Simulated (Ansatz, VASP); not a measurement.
# AlN in VASP and in Ansatz

INCAR

```
PREC = Accurate ; ENCUT = 600
EDIFF = 1E-6 ; ISMEAR = 0
SIGMA = 0.1 ; LREAL = False
LASPH = True ; NELM = 120
ALGO = Normal ; ISIF = 2
LWAVE = False ; LCHARG = False
GGA = PE ; NBANDS = 16
GGA_COMPAT = False
```

KPOINTS

```
Automatic mesh
0
Gamma
  6 6 4
```

File POSCAR:

```
AlN
1.0
    3.1100000000      0.0000000000      0.0000000000
   -1.5550000000      2.6933390000      0.0000000000
    0.0000000000      0.0000000000      4.9800000000
Al N
2 2
Direct
    0.3333333000      0.6666667000      0.0000000000
    0.6666667000      0.3333333000      0.5000000000
    0.3333333000      0.6666667000      0.3770000000
    0.6666667000      0.3333333000      0.8770000000
```

Input for Ansatz:

```yaml
crystal:
  lattice:
    - [3.11, 0.0, 0.0]
    - [-1.555, 2.693339, 0.0]
    - [0.0, 0.0, 4.98]
  atoms:
    - { symbol: Al, position: [0.3333333, 0.6666667, 0.0] }
    - { symbol: Al, position: [0.6666667, 0.3333333, 0.5] }
    - { symbol: "N", position: [0.3333333, 0.6666667, 0.377] }
    - { symbol: "N", position: [0.6666667, 0.3333333, 0.877] }
basis:
  ecutwfc: 420
kpoints:
  mp_grid: { grid: [6, 6, 4] }
hamiltonian:
  xc: pbe
  pseudopotentials: { kind: paw, azcp: { folder: soft_1 } }
scf:
  occupations: { method: gaussian, width: 0.1 }
output:
  forces: true
  stress: true
  eigenvalues: true
```

Alike in both runs: task single point; functional PBE; k mesh 6 × 6 × 4; occupations gaussian, width 0.1 eV; no spin polarisation.

|  | VASP | Ansatz |
| --- | --- | --- |
| version | VASP 6.6.1 | Ansatz 0.2.0 |
| potentials or method | VASP PAW PBE potentials, release 64 (Al, N), cutoff 600 eV | scalar-relativistic, plane waves, PAW |
| valence electrons in the cell | 16 | 16 |

```csv
,VASP,Ansatz,Ansatz less VASP
gap on the k mesh at the Fermi level (eV),4.29,4.28,-0.010
least direct gap on the mesh (eV),4.29,4.28,-0.010
pressure (GPa),3.9,4.2,+0.29
"traceless stress, the component that is largest in VASP (GPa)",2.35,2.31,-0.037
rms of the force components (eV/Å),0.191,0.191,-0.0001
```

Atom by atom the forces differ by 0.000 eV/Å (rms over components).
